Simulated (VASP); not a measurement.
Set up this calculation in VASP 6.6.1, as the native input.

| Item | Value |
| --- | --- |
| Task | single point |
| Functional | PBE |
| Potentials or basis | VASP PAW PBE potentials, release 64 (In_d, Sb) |
| Cutoff | 520 eV |
| k mesh | 14 × 14 × 14 |
| Occupations | gaussian, width 0.15 eV |
| Spin | no spin polarisation |
| Dipole correction | no |
| Further INCAR settings | ALGO = Normal; EDIFF = 1e-06; NBANDS = 16 |

The structure of InSb lies in POSCAR:

```
InSb
1.0
    0.0000000000      3.1551021706      3.1551021706
    3.1551021706      0.0000000000      3.1551021706
    3.1551021706      3.1551021706      0.0000000000
In Sb
1 1
Direct
    0.0000000000      0.0000000000      0.0000000000
    0.5000000000      0.5000000000      0.5000000000
```

These files were run (other wordings do the same):

INCAR

```
SYSTEM = InSb
PREC     = Accurate       ! precision mode
ENCUT    = 520            ! plane-wave cutoff, eV
EDIFF    = 1E-6           ! SCF threshold, eV
ISMEAR   = 0              ! smearing method
SIGMA    = 0.15           ! smearing width, eV
LREAL    = .False.        ! projectors in reciprocal space
LASPH    = .True.         ! aspherical terms in the spheres
NELM     = 100            ! most SCF steps
ALGO     = Normal         ! electronic algorithm
ISIF     = 2              ! what is computed and relaxed
LWAVE    = .False.        ! write WAVECAR
LCHARG   = .True.         ! write CHGCAR
GGA      = PE             ! functional
LELF     = .True.         ! ELF
LVHAR    = .True.       
NBANDS   = 16             ! bands
```

KPOINTS

```
regular mesh
0
Gamma
  14 14 14
  0 0 0
```

Potentials or basis: VASP PAW PBE potentials, release 64 (In_d, Sb).

Command:

```bash
$ cat potpaw_PBE.64/In_d/POTCAR potpaw_PBE.64/Sb/POTCAR > POTCAR
$ mpirun -np 1 vasp_std > vasp.out
```

It gave:

- Pressure: -3.0 GPa
- Band gap on the k mesh: zero (bands 9 and 10 overlap by 2.38 eV)

Caveat: the cell stands under tension; spin-orbit coupling is left out, which moves the levels of the heavy elements.

It took 73 s on 1 thread of AMD EPYC 7R13 Processor (Zen 3) (shared host), peak memory 0.24 GiB.
